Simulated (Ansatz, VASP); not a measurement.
## TiAl3 in VASP and in Ansatz

```
Ti Al
1.0
     2.78132    0.00000    0.00000
     0.00000    4.67094    0.00000
     0.00000    0.00000    4.89354
Ti Al
1 3
Direct
  0.00000 0.50000 0.16317
  0.50000 0.50000 0.66405
  0.50000 0.00000 0.33312
  0.00000 0.00000 0.83966
```

Alike in both runs: functional PBEsol; k mesh 14 × 10 × 10; occupations gaussian, width 0.1 eV; no spin polarisation.

Ansatz relaxed the structure, and its values are those at the end. VASP's run is a single point on that final structure, the one shown.

|  | VASP | Ansatz |
| --- | --- | --- |
| version | VASP 6.6.1 | Ansatz 0.2.0 |
| potentials or method | VASP PAW PBE potentials, release 64 (Ti_sv, Al), cutoff 520 eV | scalar-relativistic, plane waves, PAW |
| valence electrons in the cell | 21 | 21 |

|  | VASP | Ansatz | Ansatz less VASP |
| --- | --- | --- | --- |
| gap on the k mesh at the Fermi level (eV) | none | none | - |
| pressure (GPa) | 0.0 | 0.0 | -0.05 |

VASP's potentials were made for PBE, not for PBEsol. A gap of «none» marks a metal or a gap that the smearing closes. The functional is the same, so the differences come from potentials, cutoffs and numerics.
